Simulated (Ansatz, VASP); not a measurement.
Two plane-wave programs on SiNi

The input INCAR:

```
PREC     = Accurate       # precision mode
ENCUT    = 600            # plane-wave cutoff, eV
EDIFF    = 1E-6           # SCF threshold, eV
ISMEAR   = 0              # smearing method
SIGMA    = 0.1            # smearing width, eV
LREAL    = F              # projectors in reciprocal space
LASPH    = T              # aspherical terms in the spheres
NELM     = 60             # most SCF steps
ALGO     = Normal         # electronic algorithm
ISIF     = 3              # what is computed and relaxed
LWAVE    = F              # write WAVECAR
LCHARG   = F              # write CHGCAR
GGA      = PS             # functional
IBRION   = 2              # ionic algorithm
NSW      = 100            # ionic steps
EDIFFG   = -0.005         # ionic threshold
```

The input KPOINTS:

```
Automatic mesh
0
Gamma
  8 8 8
```

The input POSCAR:

```
SiNi
1.0
    4.4689358174      0.0000000000      0.0000000000
    0.0000000000      4.4689358174      0.0000000000
    0.0000000000      0.0000000000      4.4689358174
Si Ni
4 4
Direct
    0.8462669034      0.8462669034      0.8462669034
    0.6537330966      0.1537330966      0.3462669034
    0.3462669034      0.6537330966      0.1537330966
    0.1537330966      0.3462669034      0.6537330966
    0.1488310113      0.1488310113      0.1488310113
    0.3511689887      0.8511689887      0.6488310113
    0.6488310113      0.3511689887      0.8511689887
    0.8511689887      0.6488310113      0.3511689887
```

Input for Ansatz:

```yaml
crystal:
  lattice:
    - [4.4689357728, 0.0, 0.0]
    - [0.0, 4.4689357728, 0.0]
    - [0.0, 0.0, 4.4689357728]
  atoms:
    - { symbol: Si, position: [0.8462669002, 0.8462669002, 0.8462669002] }
    - { symbol: Si, position: [0.6537330998, 0.1537330998, 0.3462669002] }
    - { symbol: Si, position: [0.3462669002, 0.6537330998, 0.1537330998] }
    - { symbol: Si, position: [0.1537330998, 0.3462669002, 0.6537330998] }
    - { symbol: Ni, position: [0.1488310194, 0.1488310194, 0.1488310194] }
    - { symbol: Ni, position: [0.3511689806, 0.8511689806, 0.6488310194] }
    - { symbol: Ni, position: [0.6488310194, 0.3511689806, 0.8511689806] }
    - { symbol: Ni, position: [0.8511689806, 0.6488310194, 0.3511689806] }
basis:
  ecutwfc: 420
kpoints:
  mp_grid: { grid: [8, 8, 8] }
hamiltonian:
  xc: pbesol
scf:
  occupations: { method: gaussian, width: 0.1 }
output:
  forces: true
  stress: true
  eigenvalues: true
  write_density: true
  write_potential: true
  elf: true
  volumetric_format: npy
relax:
  adjacent_minimum: "off"
  f_tol: 0.005
  max_steps: 80
  cell: { stress_tol: 0.05 }
```

Alike in both runs: task relaxation of cell and atoms; functional PBEsol; k mesh 8 × 8 × 8; occupations gaussian, width 0.1 eV; no spin polarisation.

|  | VASP | Ansatz |
| --- | --- | --- |
| version | VASP 6.6.1 | Ansatz 0.2.0 |
| potentials or method | VASP PAW PBE potentials, release 64 (Si, Ni), cutoff 600 eV | scalar-relativistic, plane waves, PAW |
| valence electrons in the cell | 56 | 88 |

```tsv
	VASP	Ansatz	Ansatz less VASP
gap on the k mesh at the Fermi level, each at its own relaxed structure (eV)	none	none	-
relaxed volume (Å³/atom)	11.16	11.15	-0.013
relaxed cell length with the largest relative difference (Å)	4.470	4.468	-0.0018
```

VASP's potentials were made for PBE, not for PBEsol. A gap of «none» marks a metal or a gap that the smearing closes. VASP's potentials hold 56 valence electrons a cell and Ansatz's 88, so a difference there can come from the potentials and not from the codes.
